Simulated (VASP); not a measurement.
# Sb (Im-3m) in VASP: further runs

Runs on Sb. Level: LDA. Tasks: single point.

Program: VASP 6.6.1. These are calculated values, not measurements. Logs are shortened: lines on timing, memory, paths and dates and some standing lists are left out, and cuts for length are marked.

## (1) The cell of the first run

It takes space group Im-3m (No. 229, cubic). The conventional cell has a = 3.285 Å, b = 3.285 Å, c = 3.285 Å, α = 90.00°, β = 90.00°, γ = 90.00°. Within 3.7 Å of Sb (site symmetry m-3m) lie 14 Sb at 2.84 to 3.29 Å.

## (2) Single point, LDA

INCAR reads:

```
  ALGO = Normal
  EDIFF = 1E-6
  ENCUT = 500
  GGA = CA
  GGA_COMPAT = F
  ISIF = 2
  ISMEAR = -1
  LASPH = T
  LCHARG = F
  LREAL = F
  LWAVE = F
  NBANDS = 8
  NELM = 120
  PREC = Accurate
  SIGMA = 0.1
```

KPOINTS reads:

```
k-points
0
Gamma
  9 9 9
```

POSCAR reads:

```
Sb
1.0
   -1.6425413603      1.6425413603      1.6425413603
    1.6425413603     -1.6425413603      1.6425413603
    1.6425413603      1.6425413603     -1.6425413603
Sb
1
Direct
    0.0000000000      0.0000000000      0.0000000000
```

Potentials or basis: VASP PAW LDA potentials, release 64 (Sb).

Launch:

```bash
> cat potpaw_LDA.64/Sb/POTCAR > POTCAR
> mpirun -np 1 vasp_std > vasp.out
```

OUTCAR:

```text
EDIFF = 1E-6
   ENCUT = 500
   GGA = CA
   ISIF = 2
   ISMEAR = -1
   LASPH = T
   LREAL = F
   NELM = 120
   PREC = Accurate

 ion  position               nearest neighbor table
   1  0.000  0.000  0.000-

  LATTYP: Found a body centered cubic cell.
 ALAT       =     3.2850827206

  Lattice vectors:

 A1 = (  -1.6425413603,   1.6425413603,   1.6425413603)
 A2 = (   1.6425413603,  -1.6425413603,   1.6425413603)
 A3 = (   1.6425413603,   1.6425413603,  -1.6425413603)

Analysis of symmetry for initial positions (statically):
=====================================================================
 Subroutine PRICEL returns:
 Original cell was already a primitive cell.

 Routine SETGRP: Setting up the symmetry group for a
 body centered cubic supercell.

 Subroutine GETGRP returns: Found 48 space group operations
 (whereof 48 operations were pure point group operations)
 out of a pool of 48 trial point group operations.

The static configuration has the point symmetry O_h .

Analysis of symmetry for dynamics (positions and initial velocities):
=====================================================================
 Subroutine PRICEL returns:
 Original cell was already a primitive cell.

 Routine SETGRP: Setting up the symmetry group for a
 body centered cubic supercell.

 Subroutine GETGRP returns: Found 48 space group operations
 (whereof 48 operations were pure point group operations)
 out of a pool of 48 trial point group operations.

The dynamic configuration has the point symmetry O_h .

 Subroutine INISYM returns: Found 48 space group operations
 (whereof 48 operations are pure point group operations),
 and found     1 'primitive' translations

----------------------------------------------------------------------------------------

                                     Primitive cell

  volume of cell :      17.7259

  direct lattice vectors                    reciprocal lattice vectors
    -1.642541360  1.642541360  1.642541360     0.000000000  0.304406338  0.304406338
     1.642541360 -1.642541360  1.642541360     0.304406338  0.000000000  0.304406338
     1.642541360  1.642541360 -1.642541360     0.304406338  0.304406338  0.000000000

  length of vectors
     2.844965090  2.844965090  2.844965090     0.430495571  0.430495571  0.430495571

  position of ions in fractional coordinates (direct lattice)
[... 77 lines left out ...]
   EDIFF  = 0.1E-05   stopping-criterion for ELM
   LREAL  =      F    real-space projection
   EDIFFG = 0.1E-04   stopping-criterion for IOM
   NSW    =      0    number of steps for IOM
   IBRION =     -1    ionic relax: 0-MD 1-quasi-New 2-CG
   NFREE  =      0    steps in history (QN), initial steepest desc. (CG)
   ISIF   =      2    stress and relaxation
   ISYM   =      2    0-nonsym 1-usesym 2-fastsym
   POTIM  = 0.5000    time-step for ionic-motion
   TEBEG  =    0.0;   TEEND  =   0.0 temperature during run
   PSTRESS=    0.0 pullay stress
   NELECT =       5.0000    total number of electrons
   NUPDOWN=      -1.0000    fix difference up-down
   EMIN   =  10.00;   EMAX   =-10.00  energy-range for DOS
   EFERMI =   0.00;   METHOD = LEGACY
   ISMEAR =    -1;   SIGMA  =   0.10  broadening in eV -4-tet -1-fermi 0-gaus
   EFERMI_NEDOS =   21; number of points for ismear=-14 and -15
   IALGO  =     38    algorithm
   IMIX   =      4    mixing-type and parameters
     AMIX     =   0.40;   BMIX     =  1.00
     AMIX_MAG =   1.60;   BMIX_MAG =  1.00
  volume/ion in A,a.u.               =      17.73       119.62
  Fermi-wavevector in a.u.,A,eV,Ry     =   1.073648  2.028900 15.683703  1.152720
  Thomas-Fermi vector in A             =   2.209453
   LORBIT       =      0    0 simple, 1 ext, 2 COOP (PROOUT), +10 PAW based schemes
   GGA     = CA    functional components
   LHFCALC =     F    Hartree Fock is set to
   AEXX    =    0.0000 exact exchange contribution
   IVDW    =     0    specifies the selected vdW correction
   LEPSILON=     F    determine dielectric tensor
   LRPA    =     F    only Hartree local field effects (RPA)
 non-spin polarized calculation
  energy-cutoff  :      500.00
  volume of cell :       17.73
 maximum number of plane-waves:       462
 NGX is ok and might be reduce to    24
   NGX = 11   NGY = 11   NGZ = 11

 number of electron       4.9999999 magnetization

 Free energy of the ion-electron system (eV)
  ---------------------------------------------------
  ext. energy  EPLUGINS =         0.00000000
  ---------------------------------------------------
  free energy    TOTEN  =        -3.56202612 eV

  energy without entropy =       -3.54726437  energy(sigma->0) =       -3.55464524

 E-fermi :  15.2835     XC(G=0): -12.2624

 val. band max:       14.9969771780   @ k =   0.2222   0.2222   0.1111
 cond. band min:      15.3621152785   @ k =   0.2222   0.1111   0.1111
 fundamental gap:      0.3651381005
 Fermi energy:        15.2834791979

 k-point     1 :       0.0000    0.0000    0.0000
  band No.  band energies     occupation
      1      -1.9194      2.00000
      2      24.5707      0.00000
      3      24.5707      0.00000
      4      24.5707      0.00000
      5      26.9124      0.00000
      6      26.9124      0.00000
      7      26.9124      0.00000
      8      26.9341      0.00000
[... 243 lines left out ...]
 k-point    24 :      -0.4444   -0.4444    0.1111
  band No.  band energies     occupation
      1       6.0703      2.00000
      2       7.4499      2.00000
      3      13.5188      2.00000
      4      19.5946      0.00000
      5      23.6457      0.00000
      6      26.1215      0.00000
      7      26.1522      0.00000
      8      28.9343      0.00000

 [... further k-points ...]

------------------------ aborting loop because EDIFF is reached ----------------------------------------

  FORCE on cell =-STRESS in cart. coord.  units (eV):
  Direction    XX          YY          ZZ          XY          YZ          ZX
  --------------------------------------------------------------------------------------
  -------------------------------------------------------------------------------------
  Total        6.8452203      6.8452203      6.8452203      0.0000000     -0.0000000      0.0000000
  in kB      618.7127691    618.7127691    618.7127691      0.0000000     -0.0000000      0.0000000
  external PRESSURE =     618.7127691 kB  Pullay stress =       0.0000000 kB

 VOLUME and BASIS-vectors are now :
 -----------------------------------------------------------------------------
  energy-cutoff  :      500.00
  volume of cell :       17.73
      direct lattice vectors                 reciprocal lattice vectors
    -1.642541360  1.642541360  1.642541360     0.000000000  0.304406338  0.304406338
     1.642541360 -1.642541360  1.642541360     0.304406338  0.000000000  0.304406338
     1.642541360  1.642541360 -1.642541360     0.304406338  0.304406338  0.000000000

 POSITION                                       TOTAL-FORCE (eV/Angst)
 -----------------------------------------------------------------------------------
      0.00000      0.00000      0.00000         0.000000      0.000000     -0.000000
 -----------------------------------------------------------------------------------
    total drift:                                0.000000     -0.000000     -0.000000

  FREE ENERGIE OF THE ION-ELECTRON SYSTEM (eV)
  ---------------------------------------------------
  free  energy   TOTEN  =        -3.5620261172 eV

  energy  without entropy=       -3.5472643705  energy(sigma->0) =       -3.55464524
```

OSZICAR:

```text
N       E                     dE             d eps       ncg     rms          rms(c)
DAV:   1     0.635417142695E+01    0.63542E+01   -0.18149E+03   600   0.411E+02
DAV:   2    -0.350738539207E+01   -0.98616E+01   -0.94337E+01   768   0.596E+01
DAV:   3    -0.359427893140E+01   -0.86894E-01   -0.86856E-01   720   0.638E+00
DAV:   4    -0.359448592331E+01   -0.20699E-03   -0.20699E-03   776   0.363E-01
DAV:   5    -0.359448625891E+01   -0.33560E-06   -0.33575E-06   696   0.107E-02    0.406E+00
DAV:   6    -0.357367373248E+01    0.20813E-01   -0.10585E-03   704   0.233E-01    0.248E+00
DAV:   7    -0.356208336598E+01    0.11590E-01   -0.20253E-03   744   0.328E-01    0.504E-02
DAV:   8    -0.356202629057E+01    0.57075E-04   -0.11395E-04   608   0.626E-02    0.681E-03
DAV:   9    -0.356202611720E+01    0.17337E-06   -0.15890E-06   864   0.813E-03
   1 F= -.35620261E+01 E0= -.35546452E+01  d E =-.147617E-01
```

Wall time 6.7 s (1 thread of Intel Xeon 8259CL, shared host); peak memory 0.12 GiB.

What came out:

```
Free energy : -3.5620 eV
Pressure    : 61.9 GPa
```

Levels at points of the mesh, in eV from the Fermi level:
```csv
k point,band 1,band 2,band 3,band 4,band 5
"(0.00, 0.00, 0.00)",-17.20,9.29,9.29,9.29,11.63
```

Caveat: spin-orbit coupling is left out, which moves the levels of the heavy elements.

## (3) Single point, LDA

This run uses another cell than the first one, of 19.14 Å³/atom, 1.080 times its volume.

INCAR reads:

```
SYSTEM = Sb
PREC = Accurate
ENCUT = 500
EDIFF = 1E-6
ISMEAR = -1
SIGMA = 0.1
LREAL = .False.
LASPH = .True.
NELM = 120
ALGO = Normal
ISIF = 2
LWAVE = .False.
LCHARG = .False.
GGA = CA
NBANDS = 8
GGA_COMPAT = .False.
```

KPOINTS reads:

```
regular mesh
0
Gamma
  9 9 9
  0 0 0
```

POSCAR reads:

```
Sb
1.0
   -1.6852427881      1.6852427881      1.6852427881
    1.6852427881     -1.6852427881      1.6852427881
    1.6852427881      1.6852427881     -1.6852427881
Sb
1
Direct
    0.0000000000      0.0000000000      0.0000000000
```

Potentials or basis: VASP PAW LDA potentials, release 64 (Sb).

Launch:

```bash
> cat potpaw_LDA.64/Sb/POTCAR > POTCAR
> mpirun -np 1 vasp_std > vasp.out
```

It took 6.3 s on 1 thread of Intel Xeon 8259CL, shared host; peak memory 0.13 GiB.

It converged, with:

| Property | Result |
| --- | --- |
| Free energy | -4.0127 eV |
| Pressure | 41.2 GPa |

Levels at points of the mesh, in eV from the Fermi level:
```
           k point  band 1  band 2  band 3  band 4  band 5
(0.00, 0.00, 0.00)  -16.22    8.47    8.47    8.47   11.41
```

Caveat: spin-orbit coupling is left out, which moves the levels of the heavy elements.
